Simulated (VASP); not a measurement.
**WC: single point with r2SCAN**

WC:

```xyz
2
Lattice="2.9119 0.0000 0.0000 -1.4559 2.5218 0.0000 0.0000 0.0000 2.8369" Properties=species:S:1:pos:R:3 pbc="T T T"
W     0.0000    0.0000    0.0000
C     1.4559    0.8406    1.4185
```

```json
{
  "Program": "VASP 6.6.1",
  "Task": "single point",
  "Functional": "r2SCAN",
  "Potentials or basis": "VASP PAW PBE potentials, release 64 (W_sv, C)",
  "Cutoff": "520 eV",
  "k mesh": "14 × 14 × 12",
  "Occupations": "gaussian, width 0.05 eV",
  "Spin": "no spin polarisation",
  "Dipole correction": "no",
  "Further INCAR settings": "ALGO = Normal; EDIFF = 1e-07; NBANDS = 16"
}
```

| Item | Value |
| --- | --- |
| Pressure | 1.9 GPa |
| Band gap on the k mesh | zero (band 9 reaches 11.68 eV, above the bottom of band 10 at 10.34 eV) |

Stress tensor (GPa, compression positive):
```
1.81 0.00 0.00
0.00 1.81 0.00
0.00 0.00 2.12
```

Levels at points of the mesh, in eV from the Fermi level:
| k point | band 7 | band 8 | band 9 | band 10 | band 11 | band 12 |
| --- | --- | --- | --- | --- | --- | --- |
| (0.00, 0.00, 0.00) | -3.47 | -3.47 | 0.12 | 3.41 | 3.41 | 5.96 |
| (0.50, 0.00, 0.00) | -3.72 | -3.67 | -0.51 | 2.50 | 4.72 | 5.08 |
| (0.00, 0.00, 0.50) | -2.09 | -2.09 | -0.56 | -0.56 | 3.84 | 4.83 |
| (0.50, 0.00, 0.50) | -4.47 | -4.35 | 0.23 | 4.59 | 5.48 | 6.95 |

It used 260 s of CPU time on 1 thread of AMD EPYC 7R13 Processor (Zen 3), with other jobs on the host.

Caveat: the PAW data sets were made with another functional, which shifts forces and pressure a little; spin-orbit coupling is left out, which moves the levels of the heavy elements.
